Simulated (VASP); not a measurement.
SiNi:

```
CELL_PARAMETERS angstrom
5.14154 0.00000 0.00000
0.00000 3.32130 0.00000
0.00000 0.00000 5.56977
ATOMIC_POSITIONS crystal
Si 0.82109 0.75000 0.58232
Si 0.17891 0.25000 0.41768
Si 0.32109 0.75000 0.91768
Si 0.67891 0.25000 0.08232
Ni 0.50795 0.25000 0.68852
Ni 0.49205 0.75000 0.31148
Ni 0.00795 0.25000 0.81148
Ni 0.99205 0.75000 0.18852
```

Base run:

| Quantity | Value |
| --- | --- |
| Program | VASP 6.6.1 |
| Functional | r2SCAN |
| Potentials or basis | VASP PAW PBE potentials, release 64 (Si, Ni) |
| Cutoff | 520 eV |
| k mesh | 5 × 7 × 4 |
| Occupations | fermi-dirac, width 0.1 eV |
| Spin | no spin polarisation |

Its results: band gap on the k mesh zero (bands 28 and 29 overlap by 1.83 eV); pressure 0.1 GPa; largest force 0.024 eV/Å.

Q: The run is repeated on the same cell with these changes: functional from r2SCAN to PBE; further incar settings from ALGO = Normal; EDIFF = 1e-07; NBANDS = 38 to ALGO = Normal; EDIFF = 1e-06; NBANDS = 38. What comes out?

A: Band gap on the k mesh zero (bands 28 and 29 overlap by 1.79 eV); pressure 5.2 GPa; largest force 0.095 eV/Å.

Caveats: the PAW data sets were made with another functional, which shifts forces and pressure a little (at least some runs); the cell stands under pressure (at least some runs).
